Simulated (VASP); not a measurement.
BaTe:

```
CELL_PARAMETERS angstrom
0.00000 3.63836 3.50334
3.63836 0.00000 3.50334
3.63836 3.63836 0.00000
ATOMIC_POSITIONS crystal
Ba 0.00000 0.00000 0.00000
Te 0.50000 0.50000 0.50000
```

This cell differs from its parent crystal: epitaxial xy strain +3.0%.

Base run:

| Quantity | Value |
| --- | --- |
| Program | VASP 6.6.1 |
| Functional | HSE06 |
| Potentials or basis | VASP PAW PBE potentials, release 64 (Ba_sv, Te) |
| Cutoff | 520 eV |
| k mesh | 4 × 4 × 4 |
| Occupations | gaussian, width 0.01 eV |
| Spin | no spin polarisation |

Its results: band gap on the k mesh 2.35 eV (least direct gap 2.78 eV); pressure -1.3 GPa.

Problem. The run is repeated on the same cell with these changes: functional from HSE06 to PBE. What comes out?

Solution. Band gap on the k mesh 1.62 eV (least direct gap 2.00 eV); pressure -0.9 GPa.

Caveats: spin-orbit coupling is left out, which moves the levels of the heavy elements; the PAW data sets were made with another functional, which shifts forces and pressure a little (at least some runs).

A k mesh can miss the band edges.
